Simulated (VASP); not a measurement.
Input of a VASP 6.6.1 run:

INCAR

```
PREC = Accurate
ENCUT = 600
EDIFF = 1E-6
ISMEAR = 0
SIGMA = 0.01
LREAL = F
LASPH = T
NELM = 200
ALGO = Normal
ISIF = 2
LWAVE = F
LCHARG = F
GGA = CA
NBANDS = 19
GGA_COMPAT = F
LMAXMIX = 6
```

KPOINTS

```
regular mesh
0
Gamma
  8 8 8
```

The input POSCAR:

```
CeO2
1.0
    0.0000000000      2.6075456515      2.6075456515
    2.6075456515      0.0000000000      2.6075456515
    2.6075456515      2.6075456515      0.0000000000
Ce O
1 2
Direct
    0.0000000000      0.0000000000      0.0000000000
    0.2500000000      0.2500000000      0.2500000000
    0.7500000000      0.7500000000      0.7500000000
```

Potentials or basis: VASP PAW LDA potentials, release 64 (Ce, O).

Command:

```sh
$ cat potpaw_LDA.64/Ce/POTCAR potpaw_LDA.64/O/POTCAR > POTCAR
$ mpirun -np 1 vasp_std > vasp.out
```

**Question.** Estimate the pressure.

**Answer.** 20.4 GPa.

**Question.** What does it give for the band gap on the k mesh?

**Answer.** 2.17 eV (least direct gap 2.32 eV).

Caveat: the cell stands under pressure; spin-orbit coupling is left out, which moves the levels of the heavy elements. Spin polarisation is off, so any magnetic state and its effect on volume and gap are missing.
